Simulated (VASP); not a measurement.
# Bi2Te3 (R-3m) in VASP: further runs

Runs on Bi2Te3. Level: PBE. Tasks: single point.

Program: VASP 6.6.1. These are calculated values, not measurements. Logs are shortened: lines on timing, memory, paths and dates and some standing lists are left out, and cuts for length are marked.

### Step 1. The cell of the first run

The structure is trigonal, space group R-3m (No. 166). The conventional cell has a = 4.386 Å, b = 4.386 Å, c = 31.412 Å, α = 90.00°, β = 90.00°, γ = 120.00°. Bi (site symmetry 3m) has 6 Te at 3.10 to 3.29 Å within 4.1 Å. Te (site symmetry -3m) has 6 Bi at 3.29 Å and 6 Te at 4.39 Å within 4.4 Å. Within 4.1 Å of Te (site symmetry 3m) lie 3 Bi at 3.10 Å and 3 Te at 3.70 Å.

### Step 2. Single point, PBE (zz strain of +3 %)

INCAR

```
SYSTEM = Bi2Te3
ALGO     = Normal         ! electronic algorithm
EDIFF    = 1E-6           ! SCF threshold, eV
ENCUT    = 520            ! plane-wave cutoff, eV
GGA      = PE             ! functional
ISIF     = 2              ! what is computed and relaxed
ISMEAR   = -1             ! smearing method
LASPH    = .True.         ! aspherical terms in the spheres
LCHARG   = .False.        ! write CHGCAR
LREAL    = .False.        ! projectors in reciprocal space
LWAVE    = .False.        ! write WAVECAR
NBANDS   = 32             ! bands
NELM     = 100            ! most SCF steps
PREC     = Accurate       ! precision mode
SIGMA    = 0.08           ! smearing width, eV
```

KPOINTS

```
k-points
0
Gamma
  7 7 7
  0 0 0
```

POSCAR

```
Bi2Te3
1.0
    2.1930005584      1.2661294627     10.4706401000
   -2.1930005584      1.2661294627     10.4706401000
    0.0000000000     -2.5322589254     10.4706401000
Bi Te
2 3
Direct
    0.4000000000      0.4000000000      0.4000000000
    0.6000000000      0.6000000000      0.6000000000
    0.0000000000      0.0000000000      0.0000000000
    0.2095000000      0.2095000000      0.2095000000
    0.7905000000      0.7905000000      0.7905000000
```

Potentials or basis: VASP PAW PBE potentials, release 64 (Bi_d, Te).

Started as:

```
$ cat potpaw_PBE.64/Bi_d/POTCAR potpaw_PBE.64/Te/POTCAR > POTCAR
$ mpirun -np 1 vasp_std > vasp.out
```

OUTCAR:

```text
SYSTEM = Bi2Te3
   EDIFF = 1E-6
   ENCUT = 520
   GGA = PE
   ISIF = 2
   ISMEAR = -1
   LASPH = .True.
   LREAL = .False.
   NELM = 100
   PREC = Accurate

 ion  position               nearest neighbor table
   1  0.400  0.400  0.400-   5 3.10   5 3.10   5 3.10   3 3.29   3 3.29   3 3.29
   2  0.600  0.600  0.600-   4 3.10   4 3.10   4 3.10   3 3.29   3 3.29   3 3.29
   3  0.000  0.000  0.000-   2 3.29   1 3.29   2 3.29   2 3.29   1 3.29   1 3.29
   4  0.209  0.209  0.209-   2 3.10   2 3.10   2 3.10
   5  0.791  0.791  0.791-   1 3.10   1 3.10   1 3.10

  LATTYP: Found a trigonal (rhomboedric) cell.
 ALAT       =    10.7724945750
 COS(alpha) =     0.9171151965

  Lattice vectors:

 A1 = (   2.1930005584,   1.2661294627,  10.4706401000)
 A2 = (  -2.1930005584,   1.2661294627,  10.4706401000)
 A3 = (   0.0000000000,  -2.5322589254,  10.4706401000)

Analysis of symmetry for initial positions (statically):
=====================================================================
 Subroutine PRICEL returns:
 Original cell was already a primitive cell.

 Routine SETGRP: Setting up the symmetry group for a
 trigonal (rhombohedral) supercell.

 Subroutine GETGRP returns: Found 12 space group operations
 (whereof 12 operations were pure point group operations)
 out of a pool of 12 trial point group operations.

The static configuration has the point symmetry D_3d.

Analysis of symmetry for dynamics (positions and initial velocities):
=====================================================================
 Subroutine PRICEL returns:
 Original cell was already a primitive cell.

 Routine SETGRP: Setting up the symmetry group for a
 trigonal (rhombohedral) supercell.

 Subroutine GETGRP returns: Found 12 space group operations
 (whereof 12 operations were pure point group operations)
 out of a pool of 12 trial point group operations.

The dynamic configuration has the point symmetry D_3d.

 Subroutine INISYM returns: Found 12 space group operations
 (whereof 12 operations are pure point group operations),
 and found     1 'primitive' translations

----------------------------------------------------------------------------------------

                                     Primitive cell

  volume of cell :     174.4381

  direct lattice vectors                    reciprocal lattice vectors
     2.193000558  1.266129463 10.470640100     0.227998118  0.131634775  0.031835048
    -2.193000558  1.266129463 10.470640100    -0.227998118  0.131634775  0.031835048
     0.000000000 -2.532258925 10.470640100     0.000000000 -0.263269550  0.031835048

  length of vectors
    10.772494575 10.772494575 10.772494575     0.265187341  0.265187341  0.265187341

  position of ions in fractional coordinates (direct lattice)
     0.400000000  0.400000000  0.400000000
     0.600000000  0.600000000  0.600000000
     0.000000000  0.000000000  0.000000000
     0.209500000  0.209500000  0.209500000
     0.790500000  0.790500000  0.790500000

  ion indices of the primitive-cell ions
   primitive index   ion index
                 1           1
                 2           2
                 3           3
                 4           4
                 5           5

----------------------------------------------------------------------------------------

 KPOINTS: k-points

Automatic generation of k-mesh.
 Grid dimensions read from file:
 generate k-points for:    7    7    7

 Generating k-lattice:

  Cartesian coordinates                     Fractional coordinates (reciprocal lattice)
     0.032571160  0.018804968  0.004547864     0.142857143 -0.000000000 -0.000000000
    -0.032571160  0.018804968  0.004547864    -0.000000000  0.142857143 -0.000000000
     0.000000000 -0.037609936  0.004547864    -0.000000000 -0.000000000  0.142857143

  Length of vectors
     0.037883906  0.037883906  0.037883906

  Shift w.r.t. Gamma in fractional coordinates (k-lattice)
     0.000000000  0.000000000  0.000000000

 Subroutine IBZKPT returns following result:
 ===========================================

 Found     44 irreducible k-points:

 Following reciprocal coordinates:
            Coordinates               Weight
  0.000000  0.000000  0.000000      1.000000
  0.142857  0.000000  0.000000      6.000000
  0.285714 -0.000000 -0.000000      6.000000
  0.428571  0.000000  0.000000      6.000000
  0.142857  0.142857 -0.000000      6.000000
  0.285714  0.142857  0.000000     12.000000
[... 16 lines left out ...]
  0.285714  0.285714  0.142857      6.000000
  0.428571  0.285714  0.142857     12.000000
 [... further k-points ...]
   k-points           NKPTS =     44   k-points in BZ     NKDIM =     44   number of bands    NBANDS=     32
   number of dos      NEDOS =    301   number of ions     NIONS =      5
   total plane-waves  NPLWV = 512000
   dimension x,y,z NGX =    80 NGY =   80 NGZ =   80
   dimension x,y,z NGXF=   160 NGYF=  160 NGZF=  160
   ions per type =               2   3
   NGX,Y,Z   is equivalent  to a cutoff of  12.35, 12.35, 12.35 a.u.
   NGXF,Y,Z  is equivalent  to a cutoff of  24.69, 24.69, 24.69 a.u.
 SYSTEM =  Bi2Te3
   PREC   = accura    normal or accurate (medium, high low for compatibility)
   ISTART =      0    job   : 0-new  1-cont  2-samecut
   ICHARG =      2    charge: 1-file 2-atom 10-const
   ISPIN  =      1    spin polarized calculation?
   LNONCOLLINEAR =      F non collinear calculations
   LSORBIT =      F    spin-orbit coupling
   LASPH  =      T    aspherical Exc in radial PAW
   ENCUT  =  520.0 eV  38.22 Ry    6.18 a.u.  20.03 20.03 20.03*2*pi/ulx,y,z
   NELM   =    100;   NELMIN=  2; NELMDL= -5     # of ELM steps
   EDIFF  = 0.1E-05   stopping-criterion for ELM
   LREAL  =      F    real-space projection
[... 7 lines left out ...]
   TEBEG  =    0.0;   TEEND  =   0.0 temperature during run
   PSTRESS=    0.0 pullay stress
   NELECT =      48.0000    total number of electrons
   NUPDOWN=      -1.0000    fix difference up-down
   EMIN   =  10.00;   EMAX   =-10.00  energy-range for DOS
   EFERMI =   0.00;   METHOD = LEGACY
   ISMEAR =    -1;   SIGMA  =   0.08  broadening in eV -4-tet -1-fermi 0-gaus
   EFERMI_NEDOS =   21; number of points for ismear=-14 and -15
   IALGO  =     38    algorithm
   IMIX   =      4    mixing-type and parameters
     AMIX     =   0.40;   BMIX     =  1.00
     AMIX_MAG =   1.60;   BMIX_MAG =  1.00
  volume/ion in A,a.u.               =      34.89       235.43
  Fermi-wavevector in a.u.,A,eV,Ry     =   1.064817  2.012212 15.426752  1.133834
  Thomas-Fermi vector in A             =   2.200348
   LORBIT       =      0    0 simple, 1 ext, 2 COOP (PROOUT), +10 PAW based schemes
   GGA     = PE    functional components
   LHFCALC =     F    Hartree Fock is set to
   AEXX    =    0.0000 exact exchange contribution
   IVDW    =     0    specifies the selected vdW correction
   LEPSILON=     F    determine dielectric tensor
   LRPA    =     F    only Hartree local field effects (RPA)
 non-spin polarized calculation
  energy-cutoff  :      520.00
  volume of cell :      174.44
 maximum number of plane-waves:      4712
   NGX = 41   NGY = 41   NGZ = 41

 number of electron      47.9999997 magnetization

 Free energy of the ion-electron system (eV)
  ---------------------------------------------------
  ext. energy  EPLUGINS =         0.00000000
  ---------------------------------------------------
  free energy    TOTEN  =       -18.35523496 eV

  energy without entropy =      -18.35403783  energy(sigma->0) =      -18.35463639

 E-fermi :   6.0562     XC(G=0):  -9.2000

 val. band max:        5.8792796635   @ k =   0.0000   0.0000   0.0000
 cond. band min:       6.2655424874   @ k =   0.0000   0.0000   0.0000
 fundamental gap:      0.3862628239
 Fermi energy:         6.0562124043

 k-point     1 :       0.0000    0.0000    0.0000
  band No.  band energies     occupation
      1     -17.3435      2.00000
      2     -17.3435      2.00000
      3     -17.3427      2.00000
      4     -17.3427      2.00000
      5     -17.3359      2.00000
      6     -17.3347      2.00000
[... 24 lines left out ...]
     31      10.6293      0.00000
     32      11.2555      0.00000

 k-point     2 :       0.1429    0.0000    0.0000
  band No.  band energies     occupation
      1     -17.3446      2.00000
      2     -17.3435      2.00000
      3     -17.3412      2.00000
      4     -17.3403      2.00000
      5     -17.3346      2.00000
      6     -17.3336      2.00000
[... 24 lines left out ...]
     31      10.2820      0.00000
     32      10.9161      0.00000

 k-point     3 :       0.2857   -0.0000   -0.0000
  band No.  band energies     occupation
      1     -17.3477      2.00000
      2     -17.3463      2.00000
      3     -17.3371      2.00000
      4     -17.3363      2.00000
      5     -17.3360      2.00000
      6     -17.3346      2.00000
[... 24 lines left out ...]
     31       9.7248      0.00000
     32      11.3077      0.00000

 k-point     4 :       0.4286    0.0000    0.0000
  band No.  band energies     occupation
      1     -17.3507      2.00000
      2     -17.3490      2.00000
      3     -17.3382      2.00000
      4     -17.3364      2.00000
      5     -17.3362      2.00000
      6     -17.3343      2.00000
[... 24 lines left out ...]
     31       9.3744      0.00000
     32      10.6298      0.00000

 k-point     5 :       0.1429    0.1429   -0.0000
  band No.  band energies     occupation
      1     -17.3446      2.00000
      2     -17.3435      2.00000
      3     -17.3412      2.00000
      4     -17.3403      2.00000
      5     -17.3346      2.00000
      6     -17.3335      2.00000
[... 584 lines left out ...]
     31       9.3235      0.00000
     32      10.7927      0.00000

 k-point    22 :      -0.1429    0.1429    0.1429
  band No.  band energies     occupation
      1     -17.3477      2.00000
      2     -17.3463      2.00000
      3     -17.3371      2.00000
      4     -17.3363      2.00000
      5     -17.3360      2.00000
      6     -17.3346      2.00000
[... 24 lines left out ...]
     31       9.4916      0.00000
     32      11.6066      0.00000

 k-point    23 :       0.2857    0.2857    0.1429
  band No.  band energies     occupation
      1     -17.3446      2.00000
      2     -17.3435      2.00000
      3     -17.3412      2.00000
      4     -17.3403      2.00000
      5     -17.3346      2.00000
      6     -17.3336      2.00000
[... 24 lines left out ...]
     31      10.5309      0.00000
     32      10.8768      0.00000

 k-point    24 :       0.4286    0.2857    0.1429
  band No.  band energies     occupation
      1     -17.3457      2.00000
      2     -17.3446      2.00000
      3     -17.3388      2.00000
      4     -17.3385      2.00000
      5     -17.3345      2.00000
      6     -17.3344      2.00000
[... 24 lines left out ...]
     31      10.4157      0.00000
     32      10.4675      0.00000

 [... further k-points ...]

------------------------ aborting loop because EDIFF is reached ----------------------------------------

  FORCE on cell =-STRESS in cart. coord.  units (eV):
  Direction    XX          YY          ZZ          XY          YZ          ZX
  --------------------------------------------------------------------------------------
  -------------------------------------------------------------------------------------
  Total        0.7678591      0.7678591     -0.6099864      0.0000000      0.0000000      0.0000000
  in kB        7.0526250      7.0526250     -5.6025974      0.0000000      0.0000000      0.0000000
  external PRESSURE =       2.8342176 kB  Pullay stress =       0.0000000 kB

 VOLUME and BASIS-vectors are now :
 -----------------------------------------------------------------------------
  energy-cutoff  :      520.00
  volume of cell :      174.44
      direct lattice vectors                 reciprocal lattice vectors
     2.193000558  1.266129463 10.470640100     0.227998118  0.131634775  0.031835048
    -2.193000558  1.266129463 10.470640100    -0.227998118  0.131634775  0.031835048
     0.000000000 -2.532258925 10.470640100     0.000000000 -0.263269550  0.031835048

 POSITION                                       TOTAL-FORCE (eV/Angst)
 -----------------------------------------------------------------------------------
      0.00000      0.00000     12.56477         0.000000      0.000000      0.106697
      0.00000      0.00000     18.84715         0.000000     -0.000000     -0.106697
      0.00000      0.00000      0.00000         0.000000      0.000000      0.000000
      0.00000      0.00000      6.58080         0.000000      0.000000      0.286304
      0.00000      0.00000     24.83112         0.000000     -0.000000     -0.286304
 -----------------------------------------------------------------------------------
    total drift:                               -0.000000     -0.000000     -0.000000

  FREE ENERGIE OF THE ION-ELECTRON SYSTEM (eV)
  ---------------------------------------------------
  free  energy   TOTEN  =       -18.3552349559 eV

  energy  without entropy=      -18.3540378258  energy(sigma->0) =      -18.35463639
```

Run time: 50 min. Hardware: 1 thread of Intel Xeon 8259CL, shared host; peak memory 1 GiB.

Results:

| Quantity | Value |
| --- | --- |
| Free energy | -18.3552 eV |
| Pressure | 0.3 GPa |
| Largest force | 0.286 eV/Å |
| Band gap on the k mesh | 0.39 eV |

Forces in eV/Å, atoms in the order of the input:
```
Bi   0.000  0.000  0.107
Bi   0.000  0.000 -0.107
Te   0.000  0.000  0.000
Te   0.000  0.000  0.286
Te   0.000  0.000 -0.286
```

Stress tensor (GPa, compression positive):
```
 0.71  0.00  0.00
 0.00  0.71  0.00
 0.00  0.00 -0.56
```

Levels at points of the mesh, in eV from the valence-band top:
```
           k point  band 22  band 23  band 24  band 25  band 26  band 27
(0.00, 0.00, 0.00)    -0.75    -0.75     0.00     0.39     0.75     0.75
```

Caveat: the cell differs from its parent crystal (zz strain of +3 %); spin-orbit coupling is left out, which moves the levels of the heavy elements. A k mesh can miss the band edges.

### Step 3. Single point, PBE (equal xx and yy strain of -3 %)

INCAR

```
  PREC = Accurate
  ENCUT = 520
  EDIFF = 1E-6
  ISMEAR = -1
  SIGMA = 0.08
  LREAL = F
  LASPH = T
  NELM = 80
  ALGO = Normal
  ISIF = 2
  LWAVE = F
  LCHARG = T
  GGA = PE
  LELF = T
  LVHAR = T
  NBANDS = 32
```

KPOINTS

```
regular mesh
0
Gamma
  7 7 7
```

Changes to POSCAR since step 2:

```diff
@@ -2,5 +2,5 @@
 1.0
-    2.1930005584      1.2661294627     10.4706401000
-   -2.1930005584      1.2661294627     10.4706401000
-    0.0000000000     -2.5322589254     10.4706401000
+    2.1272105416      1.2281455788     10.1656700000
+   -2.1272105416      1.2281455788     10.1656700000
+    0.0000000000     -2.4562911576     10.1656700000
 Bi Te
```

Potentials or basis: VASP PAW PBE potentials, release 64 (Bi_d, Te).

Started as:

```
$ cat potpaw_PBE.64/Bi_d/POTCAR potpaw_PBE.64/Te/POTCAR > POTCAR
$ mpirun -np 1 vasp_std > vasp.out
```

It took 29 min on 1 thread of Intel Xeon 8259CL, shared host; peak memory 1 GiB.

Results (log left out):

| Quantity | Value |
| --- | --- |
| Free energy | -18.0933 eV |
| Pressure | 5.6 GPa |
| Largest force | 0.319 eV/Å |
| Band gap on the k mesh | 0.34 eV |

Forces in eV/Å, atoms in the order of the input:
```
Bi   0.000  0.000 -0.145
Bi   0.000  0.000  0.145
Te   0.000  0.000  0.000
Te   0.000  0.000 -0.319
Te   0.000  0.000  0.319
```

Stress tensor (GPa, compression positive):
```
5.94 0.00 0.00
0.00 5.94 0.00
0.00 0.00 4.98
```

Levels at points of the mesh, in eV from the valence-band top:
| k point | band 20 | band 21 | band 22 | band 23 | band 24 | band 25 | band 26 | band 27 | band 28 | band 29 |
| --- | --- | --- | --- | --- | --- | --- | --- | --- | --- | --- |
| (0.00, 0.00, 0.00) | -1.87 | -1.87 | -1.00 | -1.00 | 0.00 | 0.34 | 0.58 | 0.58 | 1.95 | 2.05 |

Caveat: the cell differs from its parent crystal (equal xx and yy strain of -3 %); the cell stands under pressure; spin-orbit coupling is left out, which moves the levels of the heavy elements. A k mesh can miss the band edges.
